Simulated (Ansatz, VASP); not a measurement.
# B2N3O in VASP and in Ansatz

```
CELL_PARAMETERS angstrom
4.32269 0.00000 0.00000
0.00000 4.32269 0.00000
0.00000 0.00000 2.71734
ATOMIC_POSITIONS crystal
B 0.50000 0.00000 0.50000
B 0.00000 0.50000 0.50000
N 0.50000 0.00000 0.00000
N 0.00000 0.50000 0.00000
N 0.50000 0.50000 0.00000
O 0.00000 0.00000 0.50000
```

Alike in both runs: functional PBE; k mesh 4 × 4 × 6; occupations gaussian, width 0.1 eV; collinear spin.

Ansatz relaxed the structure, and its values are those at the end. VASP's run is a single point on that final structure, the one shown.

|  | VASP | Ansatz |
| --- | --- | --- |
| version | VASP 6.6.1 | Ansatz 0.2.0 |
| potentials or method | VASP PAW PBE potentials, release 64 (B, N, O), cutoff 520 eV | scalar-relativistic, plane waves, PAW |
| valence electrons in the cell | 27 | 27 |

```tsv
	VASP	Ansatz	Ansatz less VASP
gap on the k mesh at the Fermi level (eV)	none	none	-
pressure (GPa)	-0.3	0.1	+0.44
net moment per atom (μB)	0.16	0.13	-0.030
size of the moment on the site where the two differ most (μB)	0.00	0.17	+0.167
```

Site moments also hang on the region over which each program counts them. A gap of «none» marks a metal or a gap that the smearing closes. With one functional, cell and mesh, what is left measures potentials, basis and numerics. Ansatz's warnings: seeded moment not kept.

The k mesh is coarse, so the values compare programs but aren't converged.
